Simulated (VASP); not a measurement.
# CoSi2 (P6/mmm) in VASP: single point with PBE

Aim: the single point of CoSi2 with PBE.

Everything below comes from runs of VASP 6.6.1. Logs are shortened: lines on timing, memory, paths and dates and some standing lists are left out, and cuts for length are marked.

## 1. The cell of the first run

The structure is hexagonal, space group P6/mmm (No. 191). The conventional cell has a = 3.999 Å, b = 3.999 Å, c = 9.432 Å, α = 90.00°, β = 90.00°, γ = 120.00°. Co (site symmetry -6m2) has 3 Co at 2.31 Å and 3 Si at 2.31 Å within 3.1 Å. Within 3.1 Å of Si (site symmetry 6mm) lie 2 Si at 2.35 to 2.36 Å. Si (site symmetry 6/mmm) has 2 Si at 2.35 Å within 3.1 Å. Si (site symmetry 6/mmm) has 6 Co at 2.31 Å and 2 Si at 2.36 Å within 3.1 Å.

## 2. Single point, PBE, collinear spin, ferromagnetic start

Contents of INCAR:

```
SYSTEM = CoSi2
PREC = Accurate ; ENCUT = 520
EDIFF = 1E-6 ; ISMEAR = 0
SIGMA = 0.1 ; LREAL = .FALSE.
LASPH = .TRUE. ; NELM = 150
ALGO = Normal ; ISIF = 2
LWAVE = .FALSE. ; LCHARG = .FALSE.
ISPIN = 2 ; MAGMOM = 1.53 1.53 0 0 0 0
LORBIT = 11 ; LMAXMIX = 4
GGA = PE ; NBANDS = 30
```

Contents of KPOINTS:

```
Automatic mesh
0
G
  12 12 4
  0 0 0
```

Contents of POSCAR:

```
CoSi2
1.0
    3.9994831127      0.0000000000      0.0000000000
   -1.9997415564      3.4636539776      0.0000000000
    0.0000000000      0.0000000000      9.4317782244
Co Si
2 4
Direct
    0.3333333333      0.6666666667      0.0000000000
    0.6666666667      0.3333333333      0.0000000000
    0.0000000000      0.0000000000      0.7492721868
    0.0000000000      0.0000000000      0.2507278132
    0.0000000000      0.0000000000      0.5000000000
    0.0000000000      0.0000000000      0.0000000000
```

Potentials or basis: VASP PAW PBE potentials, release 64 (Co, Si).

Command:

```console
> cat potpaw_PBE.64/Co/POTCAR potpaw_PBE.64/Si/POTCAR > POTCAR
> mpirun -np 1 vasp_std > vasp.out
```

OUTCAR:

```text
SYSTEM = CoSi2
   PREC = Accurate
   ENCUT = 520
   EDIFF = 1E-6
   ISMEAR = 0
   LREAL = .FALSE.
   LASPH = .TRUE.
   NELM = 150
   ISIF = 2
   ISPIN = 2
   LORBIT = 11
   GGA = PE

 ion  position               nearest neighbor table
   1  0.333  0.667  0.000-   2 2.31   2 2.31   6 2.31   6 2.31   6 2.31   2 2.31
   2  0.667  0.333  0.000-   1 2.31   1 2.31   6 2.31   6 2.31   6 2.31   1 2.31
   3  0.000  0.000  0.749-   5 2.35   6 2.36
   4  0.000  0.000  0.251-   5 2.35   6 2.36
   5  0.000  0.000  0.500-   3 2.35   4 2.35
   6  0.000  0.000  0.000-   1 2.31   2 2.31   2 2.31   1 2.31   2 2.31   1 2.31   3 2.36   4 2.36

  LATTYP: Found a hexagonal cell.
 ALAT       =     3.9994831127
 C/A-ratio  =     2.3582492934

  Lattice vectors:

 A1 = (   3.9994831127,   0.0000000000,   0.0000000000)
 A2 = (  -1.9997415564,   3.4636539776,   0.0000000000)
 A3 = (   0.0000000000,   0.0000000000,   9.4317782244)

Analysis of symmetry for initial positions (statically):
=====================================================================
 Subroutine PRICEL returns:
 Original cell was already a primitive cell.

 Routine SETGRP: Setting up the symmetry group for a
 hexagonal supercell.

 Subroutine GETGRP returns: Found 24 space group operations
 (whereof 24 operations were pure point group operations)
 out of a pool of 24 trial point group operations.

The static configuration has the point symmetry D_6h.

Analysis of symmetry for dynamics (positions and initial velocities):
=====================================================================
 Subroutine PRICEL returns:
 Original cell was already a primitive cell.

 Routine SETGRP: Setting up the symmetry group for a
 hexagonal supercell.

 Subroutine GETGRP returns: Found 24 space group operations
 (whereof 24 operations were pure point group operations)
 out of a pool of 24 trial point group operations.

The dynamic configuration has the point symmetry D_6h.

Analysis of structural, dynamic, and magnetic symmetry:
=====================================================================
 Subroutine PRICEL returns:
 Original cell was already a primitive cell.

 Routine SETGRP: Setting up the symmetry group for a
 hexagonal supercell.

 Subroutine GETGRP returns: Found 24 space group operations
 (whereof 24 operations were pure point group operations)
 out of a pool of 24 trial point group operations.

The overall configuration has the point symmetry D_6h.

 Subroutine INISYM returns: Found 24 space group operations
 (whereof 24 operations are pure point group operations),
 and found     1 'primitive' translations

----------------------------------------------------------------------------------------

                                     Primitive cell

  volume of cell :     130.6568

  direct lattice vectors                    reciprocal lattice vectors
     3.999483113  0.000000000  0.000000000     0.250032310  0.144356221  0.000000000
    -1.999741556  3.463653978  0.000000000     0.000000000  0.288712443  0.000000000
     0.000000000  0.000000000  9.431778224     0.000000000  0.000000000  0.106024546

  length of vectors
     3.999483113  3.999483113  9.431778224     0.288712443  0.288712443  0.106024546

  position of ions in fractional coordinates (direct lattice)
     0.333333333  0.666666667  0.000000000
     0.666666667  0.333333333  0.000000000
     0.000000000  0.000000000  0.749272187
     0.000000000  0.000000000  0.250727813
     0.000000000  0.000000000  0.500000000
     0.000000000  0.000000000  0.000000000

  ion indices of the primitive-cell ions
   primitive index   ion index
                 1           1
                 2           2
                 3           3
                 4           4
                 5           5
                 6           6

----------------------------------------------------------------------------------------

 KPOINTS: Automatic mesh

Automatic generation of k-mesh.
 Grid dimensions read from file:
 generate k-points for:   12   12    4

 Generating k-lattice:

  Cartesian coordinates                     Fractional coordinates (reciprocal lattice)
     0.020836026  0.012029685  0.000000000     0.083333333 -0.000000000  0.000000000
     0.000000000  0.024059370  0.000000000     0.000000000  0.083333333  0.000000000
     0.000000000  0.000000000  0.026506136     0.000000000  0.000000000  0.250000000

  Length of vectors
     0.024059370  0.024059370  0.026506136

  Shift w.r.t. Gamma in fractional coordinates (k-lattice)
     0.000000000  0.000000000  0.000000000

 Subroutine IBZKPT returns following result:
 ===========================================

 Found     57 irreducible k-points:

 Following reciprocal coordinates:
            Coordinates               Weight
  0.000000  0.000000  0.000000      1.000000
  0.083333  0.000000  0.000000      6.000000
  0.166667  0.000000  0.000000      6.000000
  0.250000  0.000000  0.000000      6.000000
  0.333333  0.000000  0.000000      6.000000
  0.416667  0.000000  0.000000      6.000000
[... 16 lines left out ...]
  0.250000  0.000000  0.250000     12.000000
  0.333333  0.000000  0.250000     12.000000
 [... further k-points ...]
   k-points           NKPTS =     57   k-points in BZ     NKDIM =     57   number of bands    NBANDS=     30
   number of dos      NEDOS =    301   number of ions     NIONS =      6
   total plane-waves  NPLWV =  63000
   dimension x,y,z NGX =    30 NGY =   30 NGZ =   70
   dimension x,y,z NGXF=    60 NGYF=   60 NGZF=  140
   ions per type =               2   4
   NGX,Y,Z   is equivalent  to a cutoff of  12.47, 12.47, 12.34 a.u.
   NGXF,Y,Z  is equivalent  to a cutoff of  24.94, 24.94, 24.68 a.u.
 SYSTEM =  CoSi2
   PREC   = accura    normal or accurate (medium, high low for compatibility)
   ISTART =      0    job   : 0-new  1-cont  2-samecut
   ICHARG =      2    charge: 1-file 2-atom 10-const
   ISPIN  =      2    spin polarized calculation?
   LNONCOLLINEAR =      F non collinear calculations
   LSORBIT =      F    spin-orbit coupling
   LASPH  =      T    aspherical Exc in radial PAW
   ENCUT  =  520.0 eV  38.22 Ry    6.18 a.u.   7.44  7.44 17.54*2*pi/ulx,y,z
   NELM   =    150;   NELMIN=  2; NELMDL= -5     # of ELM steps
   EDIFF  = 0.1E-05   stopping-criterion for ELM
   LREAL  =      F    real-space projection
   EDIFFG = 0.1E-04   stopping-criterion for IOM
   NSW    =      0    number of steps for IOM
   IBRION =     -1    ionic relax: 0-MD 1-quasi-New 2-CG
   NFREE  =      0    steps in history (QN), initial steepest desc. (CG)
   ISIF   =      2    stress and relaxation
   ISYM   =      2    0-nonsym 1-usesym 2-fastsym
   POTIM  = 0.5000    time-step for ionic-motion
   TEBEG  =    0.0;   TEEND  =   0.0 temperature during run
   PSTRESS=    0.0 pullay stress
   NELECT =      34.0000    total number of electrons
   NUPDOWN=      -1.0000    fix difference up-down
   EMIN   =  10.00;   EMAX   =-10.00  energy-range for DOS
   EFERMI =   0.00;   METHOD = LEGACY
   ISMEAR =     0;   SIGMA  =   0.10  broadening in eV -4-tet -1-fermi 0-gaus
   EFERMI_NEDOS =   21; number of points for ismear=-14 and -15
   IALGO  =     38    algorithm
   IMIX   =      4    mixing-type and parameters
     AMIX     =   0.40;   BMIX     =  1.00
     AMIX_MAG =   1.60;   BMIX_MAG =  1.00
  volume/ion in A,a.u.               =      21.78       146.95
  Fermi-wavevector in a.u.,A,eV,Ry     =   1.045179  1.975101 14.862980  1.092398
  Thomas-Fermi vector in A             =   2.179963
   LORBIT       =     11    0 simple, 1 ext, 2 COOP (PROOUT), +10 PAW based schemes
   GGA     = PE    functional components
   LHFCALC =     F    Hartree Fock is set to
   AEXX    =    0.0000 exact exchange contribution
   IVDW    =     0    specifies the selected vdW correction
   LEPSILON=     F    determine dielectric tensor
   LRPA    =     F    only Hartree local field effects (RPA)
 spin polarized calculation
 Gauss-broadening in eV      SIGMA  =   0.10
  energy-cutoff  :      520.00
  volume of cell :      130.66
 maximum number of plane-waves:      3563
 NGX is ok and might be reduce to    30
   NGX = 15   NGY = 15   NGZ = 35

 number of electron      34.0000003 magnetization       2.6444056

 Free energy of the ion-electron system (eV)
  ---------------------------------------------------
  ext. energy  EPLUGINS =         0.00000000
  ---------------------------------------------------
  free energy    TOTEN  =       -29.63383681 eV

  energy without entropy =      -29.60521651  energy(sigma->0) =      -29.61952666

 E-fermi :   4.4201     XC(G=0):  -9.1971

 val. band max:        4.4176143319   @ k =   0.2500   0.0000   0.0000
 cond. band min:       4.4207271876   @ k =   0.3333   0.1667   0.0000
 fundamental gap:      0.0031128557
 Fermi energy:         4.4200519332

 spin component 1

 k-point     1 :       0.0000    0.0000    0.0000
  band No.  band energies     occupation
      1      -6.7754      1.00000
      2      -4.6099      1.00000
      3      -4.2109      1.00000
      4      -0.2535      1.00000
      5      -0.1357      1.00000
      6      -0.1357      1.00000
[... 21 lines left out ...]
     28       9.9905      0.00000
     29       9.9905      0.00000

 k-point     2 :       0.0833    0.0000    0.0000
  band No.  band energies     occupation
      1      -6.7083      1.00000
      2      -4.5605      1.00000
      3      -4.1666      1.00000
      4      -0.3307      1.00000
      5      -0.1147      1.00000
      6      -0.0976      1.00000
[... 696 lines left out ...]
 k-point    24 :       0.3333    0.0000    0.2500
  band No.  band energies     occupation
      1      -5.8507      1.00000
      2      -4.3889      1.00000
      3      -2.9824      1.00000
      4      -1.2806      1.00000
      5      -0.8605      1.00000
      6       0.3120      1.00000
[... 21 lines left out ...]
     28      10.5959      0.00000
     29      11.1472      0.00000

 [... further k-points ...]

 spin component 2

 k-point     1 :       0.0000    0.0000    0.0000
  band No.  band energies     occupation
      1      -6.7692      1.00000
      2      -4.6174      1.00000
      3      -4.2153      1.00000
      4      -0.1072      1.00000
      5      -0.0028      1.00000
      6       0.4710      1.00000
[... 21 lines left out ...]
     28      10.2948      0.00000
     29      10.2948      0.00000

 k-point     2 :       0.0833    0.0000    0.0000
  band No.  band energies     occupation
      1      -6.7026      1.00000
      2      -4.5682      1.00000
      3      -4.1702      1.00000
      4      -0.0690      1.00000
      5       0.0192      1.00000
      6       0.3525      1.00000
[... 696 lines left out ...]
 k-point    24 :       0.3333    0.0000    0.2500
  band No.  band energies     occupation
      1      -5.8469      1.00000
      2      -4.3956      1.00000
      3      -2.9683      1.00000
      4      -1.0212      1.00000
      5      -0.7646      1.00000
      6       1.0199      1.00000
[... 21 lines left out ...]
     28      10.6753      0.00000
     29      11.2649      0.00000

 [... further k-points ...]

 [bands above 29 left out]

------------------------ aborting loop because EDIFF is reached ----------------------------------------

  FORCE on cell =-STRESS in cart. coord.  units (eV):
  Direction    XX          YY          ZZ          XY          YZ          ZX
  --------------------------------------------------------------------------------------
  -------------------------------------------------------------------------------------
  Total       -0.0053695     -0.0053695     -0.0095419      0.0000000      0.0000000      0.0000000
  in kB       -0.0658438     -0.0658438     -0.1170072      0.0000000      0.0000000      0.0000000
  external PRESSURE =      -0.0828983 kB  Pullay stress =       0.0000000 kB

 VOLUME and BASIS-vectors are now :
 -----------------------------------------------------------------------------
  energy-cutoff  :      520.00
  volume of cell :      130.66
      direct lattice vectors                 reciprocal lattice vectors
     3.999483113  0.000000000  0.000000000     0.250032310  0.144356221  0.000000000
    -1.999741556  3.463653978  0.000000000     0.000000000  0.288712443  0.000000000
     0.000000000  0.000000000  9.431778224     0.000000000  0.000000000  0.106024546

 POSITION                                       TOTAL-FORCE (eV/Angst)
 -----------------------------------------------------------------------------------
     -0.00000      2.30910      0.00000         0.000000     -0.000000      0.000000
      1.99974      1.15455      0.00000        -0.000000      0.000000      0.000000
      0.00000      0.00000      7.06697         0.000000     -0.000000      0.021196
      0.00000      0.00000      2.36481         0.000000      0.000000     -0.021196
      0.00000      0.00000      4.71589         0.000000      0.000000      0.000000
      0.00000      0.00000      0.00000         0.000000      0.000000      0.000000
 -----------------------------------------------------------------------------------
    total drift:                               -0.000000      0.000000      0.000000

  FREE ENERGIE OF THE ION-ELECTRON SYSTEM (eV)
  ---------------------------------------------------
  free  energy   TOTEN  =       -29.6338368081 eV

  energy  without entropy=      -29.6052165089  energy(sigma->0) =      -29.61952666

 total charge

# of ion       s       p       d       tot
------------------------------------------
    1        0.477   0.492   7.386   8.355
    2        0.477   0.492   7.386   8.355
    3        0.897   0.644   0.000   1.541
    4        0.897   0.644   0.000   1.541
    5        0.876   0.683   0.000   1.558
    6        0.766   0.968   0.000   1.734
--------------------------------------------------
tot          4.390   3.922  14.771  23.084

 magnetization (x)

# of ion       s       p       d       tot
------------------------------------------
    1        0.006  -0.007   1.377   1.376
    2        0.006  -0.007   1.377   1.376
    3       -0.004   0.006   0.000   0.002
    4       -0.004   0.006   0.000   0.002
    5       -0.007  -0.011   0.000  -0.018
    6       -0.005  -0.020   0.000  -0.025
--------------------------------------------------
tot         -0.007  -0.033   2.754   2.714
```

Run time: 17 min. Hardware: 1 thread of Intel Xeon 8259CL, shared host; peak memory 0.49 GiB.

What came out:

- Free energy: -29.6338 eV
- Pressure: 0.0 GPa
- Largest force: 0.021 eV/Å
- Net moment: 2.64 μB per cell
- Site moments: Co +1.38; Si +0.00, -0.02, -0.03 (each value once) μB
- Valence electrons inside the program's atomic spheres: Co 8.36; Si 1.54, 1.56, 1.73 (each value once)

Forces on the atoms (eV/Å):
```
Co   0.000  0.000  0.000
Co   0.000  0.000  0.000
Si   0.000  0.000  0.021
Si   0.000  0.000 -0.021
Si   0.000  0.000  0.000
Si   0.000  0.000  0.000
```
